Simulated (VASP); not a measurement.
Set up this calculation in VASP 6.6.1, as the native input.

```yaml
Task: single point
Functional: r2SCAN
Dispersion: D3(BJ)
Potentials_or_basis: VASP PAW PBE potentials, release 64 (In_d, H, O)
Cutoff: 520 eV
k_mesh: 4 × 4 × 6
Occupations: gaussian, width 0.01 eV
Spin: no spin polarisation
Dipole_correction: no
Further_INCAR_settings: ALGO = Normal; EDIFF = 1e-06; NBANDS = 36
```

InHO2:

```
In H O
1.0
     4.52393    0.00000    0.00000
     0.00000    5.28058    0.00000
     0.00000    0.00000    3.28850
In H O
2 2 4
Direct
  0.50000 0.50000 0.50000
  0.00000 0.00000 0.00000
  0.50000 0.00000 0.50000
  0.00000 0.50000 0.00000
  0.27966 0.86937 0.50000
  0.72034 0.13063 0.50000
  0.22034 0.36937 0.00000
  0.77966 0.63063 0.00000
```

The input as run:

POSCAR

```
InHO2
1.0
    4.5239330000      0.0000000000      0.0000000000
    0.0000000000      5.2805790000      0.0000000000
    0.0000000000      0.0000000000      3.2885050000
In H O
2 2 4
Direct
    0.5000000000      0.5000000000      0.5000000000
    0.0000000000      0.0000000000      0.0000000000
    0.5000000000      0.0000000000      0.5000000000
    0.0000000000      0.5000000000      0.0000000000
    0.2796560000      0.8693690000      0.5000000000
    0.7203440000      0.1306310000      0.5000000000
    0.2203440000      0.3693690000      0.0000000000
    0.7796560000      0.6306310000      0.0000000000
```

INCAR.step1

```
SYSTEM = InHO2
ALGO     = Normal         ! electronic algorithm
EDIFF    = 1E-4           ! SCF threshold, eV
ENCUT    = 520            ! plane-wave cutoff, eV
GGA      = PE             ! functional
ISMEAR   = 0              ! smearing method
LASPH    = .TRUE.         ! aspherical terms in the spheres
LCHARG   = .FALSE.        ! write CHGCAR
LREAL    = .FALSE.        ! projectors in reciprocal space
LWAVE    = .TRUE.         ! write WAVECAR
NBANDS   = 36             ! bands
NELM     = 100            ! most SCF steps
PREC     = Accurate       ! precision mode
SIGMA    = 0.01           ! smearing width, eV
```

INCAR.step2

```
SYSTEM = InHO2
ALGO     = Normal         ! electronic algorithm
EDIFF    = 1E-6           ! SCF threshold, eV
ENCUT    = 520            ! plane-wave cutoff, eV
ISIF     = 2              ! what is computed and relaxed
ISMEAR   = 0              ! smearing method
ISTART   = 1            
IVDW     = 12             ! dispersion correction
LASPH    = .TRUE.         ! aspherical terms in the spheres
LCHARG   = .FALSE.        ! write CHGCAR
LMIXTAU  = .TRUE.       
LREAL    = .FALSE.        ! projectors in reciprocal space
LWAVE    = .FALSE.        ! write WAVECAR
METAGGA  = R2SCAN         ! meta-GGA
NBANDS   = 36             ! bands
NELM     = 100            ! most SCF steps
PREC     = Accurate       ! precision mode
SIGMA    = 0.01           ! smearing width, eV
VDW_A1   = 0.49484001   
VDW_A2   = 5.73083694   
VDW_S6   = 1.0          
VDW_S8   = 0.78981345
```

KPOINTS

```
k-points
0
G
  4 4 6
  0 0 0
```

Potentials or basis: VASP PAW PBE potentials, release 64 (In_d, H, O).

The run is started by

```console
$ cat potpaw_PBE.64/In_d/POTCAR potpaw_PBE.64/H/POTCAR potpaw_PBE.64/O/POTCAR > POTCAR
$ cp INCAR.step1 INCAR
$ mpirun -np 1 vasp_std > vasp.out
$ cp INCAR.step2 INCAR
$ mpirun -np 1 vasp_std > vasp.out
```

It gave:

```json
{
 "Pressure": "-1.1 GPa",
 "Largest force": "0.019 eV/Å",
 "Band gap on the k mesh": "2.66 eV, direct",
 "Dispersion energy per atom": "-0.079 eV"
}
```

Caveat: three body term missing; the PAW data sets were made with another functional, which shifts forces and pressure a little; spin-orbit coupling is left out, which moves the levels of the heavy elements.

It took 2.4 min on 1 thread of Intel(R) Xeon(R) 6975P-C (Granite Rapids), on a shared host, peak memory 0.24 GiB.
